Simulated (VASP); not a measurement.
# AlGa3N4: single point with r2SCAN

AlGa3N4:

```xyz
8
Lattice="4.4653 0.0000 0.0000 0.0000 4.4653 0.0000 0.0000 0.0000 4.4653" Properties=species:S:1:pos:R:3 pbc="T T T"
Al    0.0000    0.0000    0.0000
Ga    2.2327    2.2327    0.0000
Ga    2.2327    0.0000    2.2327
Ga    0.0000    2.2327    2.2327
N     3.3729    3.3729    1.0924
N     3.3729    1.0924    3.3729
N     1.0924    3.3729    3.3729
N     1.0924    1.0924    1.0924
```

- Program: VASP 6.6.1
- Task: single point
- Functional: r2SCAN
- Potentials or basis: VASP PAW PBE potentials, release 64 (Al, Ga_d, N)
- Cutoff: 660 eV
- k mesh: 6 × 6 × 6
- Occupations: gaussian, width 0.05 eV
- Spin: no spin polarisation

```yaml
Pressure: 0.7 GPa
Largest_force: 0.081 eV/Å
Band_gap_on_the_k_mesh: 2.82 eV
```

Forces on the atoms (eV/Å):
```
Al   0.000  0.000  0.000
Ga   0.000  0.000  0.000
Ga   0.000  0.000  0.000
Ga   0.000  0.000  0.000
N    0.047  0.047 -0.047
N    0.047 -0.047  0.047
N   -0.047  0.047  0.047
N   -0.047 -0.047 -0.047
```

Levels at points of the mesh, in eV from the valence-band top:
| k point | band 28 | band 29 | band 30 | band 31 | band 32 | band 33 | band 34 | band 35 |
| --- | --- | --- | --- | --- | --- | --- | --- | --- |
| (0.00, 0.00, 0.00) | -2.51 | 0.00 | 0.00 | 0.00 | 2.82 | 3.92 | 3.92 | 3.92 |
| (0.50, 0.00, 0.00) | -1.53 | -1.53 | -1.21 | -1.21 | 5.45 | 5.55 | 6.79 | 6.79 |
| (0.50, 0.50, 0.00) | -1.00 | -0.98 | -0.98 | -0.61 | 7.31 | 7.51 | 7.51 | 7.96 |
| (0.50, 0.50, 0.50) | -0.75 | -0.68 | -0.68 | -0.68 | 5.57 | 5.57 | 5.57 | 6.94 |

Run time: 7 min on 1 thread of Intel(R) Xeon(R) Platinum 8259CL CPU @ 2.50GHz (Skylake/Cascade Lake), on a shared host, peak memory 0.3 GiB.

Caveat: the PAW data sets were made with another functional, which shifts forces and pressure a little.
